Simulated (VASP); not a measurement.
Set up this calculation in VASP 6.6.1, as the native input.

| Property | Result |
| --- | --- |
| Task | single point |
| Functional | PBEsol |
| Potentials or basis | VASP PAW PBE potentials, release 64 (Co_sv) |
| Cutoff | 690 eV |
| k mesh | 9 × 9 × 8 |
| Occupations | gaussian, width 0.1 eV |
| Spin | collinear spin, ferromagnetic start |
| Starting moments | [1.74] μB |
| Dipole correction | no |
| Further INCAR settings | ALGO = Normal; EDIFF = 1e-06; NBANDS = 18 |

The structure of Co lies in POSCAR:

```
Co
1.0
    2.4066096659      0.0000000000      0.0000000000
   -1.2033048329      2.0841851076      0.0000000000
    0.0000000000      0.0000000000      2.2556838931
Co
1
Direct
    0.0000000000      0.0000000000      0.0000000000
```

This isn't the form of Co at room conditions, which is hcp.

One way to write it, as run:

INCAR

```
  ALGO = Normal
  EDIFF = 1E-6
  ENCUT = 690
  GGA = PS
  GGA_COMPAT = False
  ISIF = 2
  ISMEAR = 0
  ISPIN = 2
  LASPH = True
  LCHARG = False
  LMAXMIX = 4
  LORBIT = 11
  LREAL = False
  LWAVE = False
  MAGMOM = 1.74
  NBANDS = 18
  NELM = 200
  PREC = Accurate
  SIGMA = 0.1
```

KPOINTS

```
k-points
0
Gamma
  9 9 8
```

Potentials or basis: VASP PAW PBE potentials, release 64 (Co_sv).

The run is started by

```bash
$ cat potpaw_PBE.64/Co_sv/POTCAR > POTCAR
$ mpirun -np 1 vasp_std > vasp.out
```

Results of the run:

```json
{
  "Pressure": "-1.1 GPa",
  "Net moment": "1.63 μB per cell",
  "Site moments": "Co +1.62 μB",
  "Valence electrons inside the program's atomic spheres": "Co 15.10"
}
```

Caveat: the PAW data sets were made with another functional, which shifts forces and pressure a little.

It took 18 s on 1 thread of Intel(R) Xeon(R) Platinum 8488C (Sapphire Rapids) (shared host), peak memory 0.15 GiB.
